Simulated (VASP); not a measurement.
# SnO2 (Fm-3m) in VASP: a series of runs, part 2 of 3

VASP 6.6.1.

### 3 Single point, PBE

INCAR reads:

```
SYSTEM = SnO2
  PREC = Accurate
  ENCUT = 600
  EDIFF = 1E-6
  ISMEAR = 0
  SIGMA = 0.01
  LREAL = .FALSE.
  LASPH = .TRUE.
  NELM = 120
  ALGO = Normal
  ISIF = 2
  LWAVE = .FALSE.
  LCHARG = .FALSE.
  GGA = PE
  NBANDS = 20
  GGA_COMPAT = .FALSE.
```

KPOINTS reads:

```
Automatic mesh
0
G
  4 4 4
  0 0 0
```

POSCAR reads:

```
SnO2
1.0
    0.0000000000      2.4366250000      2.4366250000
    2.4366250000      0.0000000000      2.4366250000
    2.4366250000      2.4366250000      0.0000000000
Sn O
1 2
Direct
    0.0000000000      0.0000000000      0.0000000000
    0.2500000000      0.2500000000      0.2500000000
    0.7500000000      0.7500000000      0.7500000000
```

Potentials or basis: VASP PAW PBE potentials, release 64 (Sn_d, O).

Command:

```bash
$ cat potpaw_PBE.64/Sn_d/POTCAR potpaw_PBE.64/O/POTCAR > POTCAR
$ mpirun -np 1 vasp_std > vasp.out
```

OUTCAR:

```text
SYSTEM = SnO2
   PREC = Accurate
   ENCUT = 600
   EDIFF = 1E-6
   ISMEAR = 0
   LREAL = .FALSE.
   LASPH = .TRUE.
   NELM = 120
   ISIF = 2
   GGA = PE

 ion  position               nearest neighbor table
   1  0.000  0.000  0.000-   2 2.11   3 2.11   3 2.11   3 2.11   3 2.11   2 2.11   2 2.11   2 2.11

   2  0.250  0.250  0.250-   1 2.11   1 2.11   1 2.11   1 2.11
   3  0.750  0.750  0.750-   1 2.11   1 2.11   1 2.11   1 2.11

  LATTYP: Found a face centered cubic cell.
 ALAT       =     4.8732500000

  Lattice vectors:

 A1 = (   0.0000000000,   2.4366250000,   2.4366250000)
 A2 = (   2.4366250000,   0.0000000000,   2.4366250000)
 A3 = (   2.4366250000,   2.4366250000,   0.0000000000)

Analysis of symmetry for initial positions (statically):
=====================================================================
 Subroutine PRICEL returns:
 Original cell was already a primitive cell.

 Routine SETGRP: Setting up the symmetry group for a
 face centered cubic supercell.

 Subroutine GETGRP returns: Found 48 space group operations
 (whereof 48 operations were pure point group operations)
 out of a pool of 48 trial point group operations.

The static configuration has the point symmetry O_h .

Analysis of symmetry for dynamics (positions and initial velocities):
=====================================================================
 Subroutine PRICEL returns:
 Original cell was already a primitive cell.

 Routine SETGRP: Setting up the symmetry group for a
 face centered cubic supercell.

 Subroutine GETGRP returns: Found 48 space group operations
 (whereof 48 operations were pure point group operations)
 out of a pool of 48 trial point group operations.

The dynamic configuration has the point symmetry O_h .

 Subroutine INISYM returns: Found 48 space group operations
 (whereof 48 operations are pure point group operations),
 and found     1 'primitive' translations

----------------------------------------------------------------------------------------

                                     Primitive cell

  volume of cell :      28.9332

  direct lattice vectors                    reciprocal lattice vectors
     0.000000000  2.436625000  2.436625000    -0.205201867  0.205201867  0.205201867
     2.436625000  0.000000000  2.436625000     0.205201867 -0.205201867  0.205201867
     2.436625000  2.436625000  0.000000000     0.205201867  0.205201867 -0.205201867

  length of vectors
     3.445908121  3.445908121  3.445908121     0.355420060  0.355420060  0.355420060

  position of ions in fractional coordinates (direct lattice)
     0.000000000  0.000000000  0.000000000
     0.250000000  0.250000000  0.250000000
     0.750000000  0.750000000  0.750000000

  ion indices of the primitive-cell ions
   primitive index   ion index
                 1           1
                 2           2
                 3           3

----------------------------------------------------------------------------------------

 KPOINTS: Automatic mesh

Automatic generation of k-mesh.
 Grid dimensions read from file:
 generate k-points for:    4    4    4

 Generating k-lattice:

  Cartesian coordinates                     Fractional coordinates (reciprocal lattice)
    -0.051300467  0.051300467  0.051300467     0.250000000  0.000000000  0.000000000
     0.051300467 -0.051300467  0.051300467     0.000000000  0.250000000  0.000000000
     0.051300467  0.051300467 -0.051300467     0.000000000  0.000000000  0.250000000

  Length of vectors
     0.088855015  0.088855015  0.088855015

  Shift w.r.t. Gamma in fractional coordinates (k-lattice)
     0.000000000  0.000000000  0.000000000

 Subroutine IBZKPT returns following result:
 ===========================================

 Found      8 irreducible k-points:

 Following reciprocal coordinates:
            Coordinates               Weight
  0.000000  0.000000  0.000000      1.000000
  0.250000  0.000000  0.000000      8.000000
  0.500000  0.000000  0.000000      4.000000
  0.250000  0.250000  0.000000      6.000000
  0.500000  0.250000  0.000000     24.000000
 -0.250000  0.250000  0.000000     12.000000
  0.500000  0.500000  0.000000      3.000000
 -0.250000  0.500000  0.250000      6.000000
   k-points           NKPTS =      8   k-points in BZ     NKDIM =      8   number of bands    NBANDS=     20
   number of dos      NEDOS =    301   number of ions     NIONS =      3
   total plane-waves  NPLWV =  21952
   dimension x,y,z NGX =    28 NGY =   28 NGZ =   28
   dimension x,y,z NGXF=    56 NGYF=   56 NGZF=   56
   ions per type =               1   2
   NGX,Y,Z   is equivalent  to a cutoff of  13.51, 13.51, 13.51 a.u.
   NGXF,Y,Z  is equivalent  to a cutoff of  27.02, 27.02, 27.02 a.u.
 SYSTEM =  SnO2
   PREC   = accura    normal or accurate (medium, high low for compatibility)
   ISTART =      0    job   : 0-new  1-cont  2-samecut
   ICHARG =      2    charge: 1-file 2-atom 10-const
   ISPIN  =      1    spin polarized calculation?
   LNONCOLLINEAR =      F non collinear calculations
   LSORBIT =      F    spin-orbit coupling
   LASPH  =      T    aspherical Exc in radial PAW
   ENCUT  =  600.0 eV  44.10 Ry    6.64 a.u.   6.88  6.88  6.88*2*pi/ulx,y,z
   NELM   =    120;   NELMIN=  2; NELMDL= -5     # of ELM steps
   EDIFF  = 0.1E-05   stopping-criterion for ELM
   LREAL  =      F    real-space projection
   EDIFFG = 0.1E-04   stopping-criterion for IOM
   NSW    =      0    number of steps for IOM
   IBRION =     -1    ionic relax: 0-MD 1-quasi-New 2-CG
   NFREE  =      0    steps in history (QN), initial steepest desc. (CG)
   ISIF   =      2    stress and relaxation
   ISYM   =      2    0-nonsym 1-usesym 2-fastsym
   POTIM  = 0.5000    time-step for ionic-motion
   TEBEG  =    0.0;   TEEND  =   0.0 temperature during run
   PSTRESS=    0.0 pullay stress
   NELECT =      26.0000    total number of electrons
   NUPDOWN=      -1.0000    fix difference up-down
   EMIN   =  10.00;   EMAX   =-10.00  energy-range for DOS
   EFERMI =   0.00;   METHOD = LEGACY
   ISMEAR =     0;   SIGMA  =   0.01  broadening in eV -4-tet -1-fermi 0-gaus
   EFERMI_NEDOS =   21; number of points for ismear=-14 and -15
   IALGO  =     38    algorithm
   IMIX   =      4    mixing-type and parameters
     AMIX     =   0.40;   BMIX     =  1.00
     AMIX_MAG =   1.60;   BMIX_MAG =  1.00
  volume/ion in A,a.u.               =       9.64        65.08
  Fermi-wavevector in a.u.,A,eV,Ry     =   1.579794  2.985379 33.956747  2.495751
  Thomas-Fermi vector in A             =   2.680120
   LORBIT       =      0    0 simple, 1 ext, 2 COOP (PROOUT), +10 PAW based schemes
   GGA     = PE    functional components
   LHFCALC =     F    Hartree Fock is set to
   AEXX    =    0.0000 exact exchange contribution
   IVDW    =     0    specifies the selected vdW correction
   LEPSILON=     F    determine dielectric tensor
   LRPA    =     F    only Hartree local field effects (RPA)
 non-spin polarized calculation
 Gauss-broadening in eV      SIGMA  =   0.01
  energy-cutoff  :      600.00
  volume of cell :       28.93
 maximum number of plane-waves:       982
   NGX = 13   NGY = 13   NGZ = 13

 number of electron      26.0000001 magnetization

 Free energy of the ion-electron system (eV)
  ---------------------------------------------------
  ext. energy  EPLUGINS =         0.00000000
  ---------------------------------------------------
  free energy    TOTEN  =       -17.27530295 eV

  energy without entropy =      -17.27530295  energy(sigma->0) =      -17.27530295

 E-fermi :   9.9402     XC(G=0): -12.5791

 val. band max:        9.8665377530   @ k =  -0.2500   0.5000   0.2500
 cond. band min:      11.3887769144   @ k =   0.0000   0.0000   0.0000
 fundamental gap:      1.5222391614
 Fermi energy:         9.9401615686

 k-point     1 :       0.0000    0.0000    0.0000
  band No.  band energies     occupation
      1     -11.0654      2.00000
      2     -10.7495      2.00000
      3     -10.7495      2.00000
      4     -10.7495      2.00000
      5     -10.4744      2.00000
      6     -10.4744      2.00000
[... 12 lines left out ...]
     19      25.8060      0.00000
     20      25.8060      0.00000
[... 139 lines left out ...]
 k-point     8 :      -0.2500    0.5000    0.2500
  band No.  band energies     occupation
      1     -11.2786      2.00000
      2     -11.2786      2.00000
      3     -10.5578      2.00000
      4     -10.4709      2.00000
      5     -10.4514      2.00000
      6      -7.1963      2.00000
[... 12 lines left out ...]
     19      27.7099      0.00000
     20      29.2637      0.00000

------------------------ aborting loop because EDIFF is reached ----------------------------------------

  FORCE on cell =-STRESS in cart. coord.  units (eV):
  Direction    XX          YY          ZZ          XY          YZ          ZX
  --------------------------------------------------------------------------------------
  -------------------------------------------------------------------------------------
  Total        8.1900463      8.1900463      8.1900463     -0.0000000      0.0000000     -0.0000000
  in kB      453.5246100    453.5246100    453.5246100     -0.0000000      0.0000000     -0.0000000
  external PRESSURE =     453.5246100 kB  Pullay stress =       0.0000000 kB

 VOLUME and BASIS-vectors are now :
 -----------------------------------------------------------------------------
  energy-cutoff  :      600.00
  volume of cell :       28.93
      direct lattice vectors                 reciprocal lattice vectors
     0.000000000  2.436625000  2.436625000    -0.205201867  0.205201867  0.205201867
     2.436625000  0.000000000  2.436625000     0.205201867 -0.205201867  0.205201867
     2.436625000  2.436625000  0.000000000     0.205201867  0.205201867 -0.205201867

 POSITION                                       TOTAL-FORCE (eV/Angst)
 -----------------------------------------------------------------------------------
      0.00000      0.00000      0.00000        -0.000000     -0.000000      0.000000
      1.21831      1.21831      1.21831        -0.000000      0.000000     -0.000000
      3.65494      3.65494      3.65494         0.000000     -0.000000      0.000000
 -----------------------------------------------------------------------------------
    total drift:                               -0.000000      0.000000      0.000000

  FREE ENERGIE OF THE ION-ELECTRON SYSTEM (eV)
  ---------------------------------------------------
  free  energy   TOTEN  =       -17.2753029505 eV

  energy  without entropy=      -17.2753029505  energy(sigma->0) =      -17.27530295
```

OSZICAR:

```text
N       E                     dE             d eps       ncg     rms          rms(c)
DAV:   1     0.258725266572E+03    0.25873E+03   -0.14770E+04   356   0.238E+03
DAV:   2     0.539737149298E+01   -0.25333E+03   -0.24038E+03   332   0.520E+02
DAV:   3    -0.200689511897E+02   -0.25466E+02   -0.25193E+02   376   0.138E+02
DAV:   4    -0.207217900028E+02   -0.65284E+00   -0.65202E+00   356   0.225E+01
DAV:   5    -0.207354789747E+02   -0.13689E-01   -0.13687E-01   404   0.332E+00    0.119E+01
DAV:   6    -0.172731929274E+02    0.34623E+01   -0.10671E+01   464   0.565E+01    0.443E+00
DAV:   7    -0.172908572584E+02   -0.17664E-01   -0.73539E-01   332   0.656E+00    0.207E+00
DAV:   8    -0.172760640484E+02    0.14793E-01   -0.47397E-02   440   0.297E+00    0.404E-01
DAV:   9    -0.172749150968E+02    0.11490E-02   -0.79883E-03   436   0.185E+00    0.879E-02
DAV:  10    -0.172752566252E+02   -0.34153E-03   -0.10301E-03   328   0.256E-01    0.333E-02
DAV:  11    -0.172753015379E+02   -0.44913E-04   -0.78071E-05   400   0.106E-01    0.118E-02
DAV:  12    -0.172753029827E+02   -0.14447E-05   -0.79284E-06   336   0.308E-02    0.360E-03
DAV:  13    -0.172753029505E+02    0.32164E-07   -0.46476E-07   296   0.660E-03
   1 F= -.17275303E+02 E0= -.17275303E+02  d E =-.152269E-26
```

Run time: 4.5 s. Hardware: 1 thread of AMD EPYC 9R45 (Zen 5), shared host; peak memory 0.12 GiB.

What came out:

- Free energy: -17.2753 eV
- Pressure: 45.4 GPa
- Band gap on the k mesh: 1.52 eV, indirect (least direct gap 3.19 eV)

Caveat: the k points lie up to 0.56 Å⁻¹ apart; spin-orbit coupling is left out, which moves the levels of the heavy elements. A k mesh can miss the band edges.

### 4 Single point, PBE

This run uses another cell than the first one, of 9.07 Å³/atom, 0.940 times its volume.

INCAR reads:

```
SYSTEM = SnO2
PREC = Accurate
ENCUT = 600
EDIFF = 1E-6
ISMEAR = 0
SIGMA = 0.01
LREAL = .False.
LASPH = .True.
NELM = 120
ALGO = Normal
ISIF = 2
LWAVE = .False.
LCHARG = .True.
GGA = PE
LELF = .True.
LVHAR = .True.
NBANDS = 20
GGA_COMPAT = .False.
```

KPOINTS reads:

```
Automatic mesh
0
Gamma
  4 4 4
  0 0 0
```

POSCAR reads:

```
SnO2
1.0
    0.0000000000      2.3868840000      2.3868840000
    2.3868840000      0.0000000000      2.3868840000
    2.3868840000      2.3868840000      0.0000000000
Sn O
1 2
Direct
    0.0000000000      0.0000000000      0.0000000000
    0.2500000000      0.2500000000      0.2500000000
    0.7500000000      0.7500000000      0.7500000000
```

Command:

```bash
$ cat potpaw_PBE.64/Sn_d/POTCAR potpaw_PBE.64/O/POTCAR > POTCAR
$ mpirun -np 1 vasp_std > vasp.out
```

It took 5 s on 1 thread of AMD EPYC 9R45 (Zen 5), shared host; peak memory 0.12 GiB.

It converged, with:

```yaml
Free_energy: -16.6378 eV
Pressure: 72.5 GPa
Band_gap_on_the_k_mesh: 2.24 eV, indirect (least direct gap 4.07 eV)
```

Levels at points of the mesh, in eV from the valence-band top:
```csv
k point,band 10,band 11,band 12,band 13,band 14,band 15,band 16,band 17
"(0.00, 0.00, 0.00)",-3.49,-1.83,-1.83,-1.83,2.24,7.67,7.67,7.67
"(0.50, 0.00, 0.00)",-4.32,-4.32,-2.62,-2.62,6.75,8.68,12.15,12.15
"(0.50, 0.50, 0.00)",-6.92,-0.32,-0.27,-0.27,4.12,8.96,10.88,14.54
```

Caveat: the k points lie up to 0.57 Å⁻¹ apart; spin-orbit coupling is left out, which moves the levels of the heavy elements. Expect the measured gap to be larger: semilocal functionals such as PBE lack the derivative discontinuity.

(Part 2 of 3 ends here.)
